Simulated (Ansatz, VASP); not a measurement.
## One calculation of AlN, two programs

The input INCAR:

```
PREC = Accurate
ENCUT = 520
EDIFF = 1E-6
ISMEAR = 0
SIGMA = 0.05
LREAL = False
LASPH = True
NELM = 60
ALGO = Normal
ISIF = 2
LWAVE = False
LCHARG = False
GGA = PS
IVDW = 12
NBANDS = 11
```

The input KPOINTS:

```
regular mesh
0
Gamma
  10 10 10
```

File POSCAR:

```
AlN
1.0
    0.0000000000      1.9811803371      1.9811803371
    1.9811803371      0.0000000000      1.9811803371
    1.9811803371      1.9811803371      0.0000000000
Al N
1 1
Direct
    0.0000000000      0.0000000000      0.0000000000
    0.5000000000      0.5000000000      0.5000000000
```

Input for Ansatz:

```yaml
crystal:
  lattice:
    - [0.0, 1.9811803371, 1.9811803371]
    - [1.9811803371, 0.0, 1.9811803371]
    - [1.9811803371, 1.9811803371, 0.0]
  atoms:
    - { symbol: Al, position: [0.0, 0.0, 0.0] }
    - { symbol: "N", position: [0.5, 0.5, 0.5] }
basis:
  ecutwfc: 420
  ecutrho_ratio: 4
kpoints:
  mp_grid: { grid: [10, 10, 10] }
hamiltonian:
  xc: pbesol
  dispersion: d3bj
scf:
  occupations: { method: gaussian, width: 0.05 }
output:
  forces: true
  stress: true
  eigenvalues: true
```

Alike in both runs: task single point; functional PBEsol; dispersion D3(BJ); k mesh 10 × 10 × 10; occupations gaussian, width 0.05 eV; no spin polarisation.

```csv
,VASP,Ansatz
version,VASP 6.6.1,Ansatz 0.2.0
potentials or method,"VASP PAW PBE potentials, release 64 (Al, N), cutoff 520 eV","scalar-relativistic, plane waves, PAW"
valence electrons in the cell,8,8
```

```tsv
	VASP	Ansatz	Ansatz less VASP
gap on the k mesh at the Fermi level (eV)	5.02	5.02	-0.001
least direct gap on the mesh (eV)	6.57	6.54	-0.027
pressure (GPa)	12.1	12.1	+0.06
```

VASP's potentials were made for PBE, not for PBEsol.
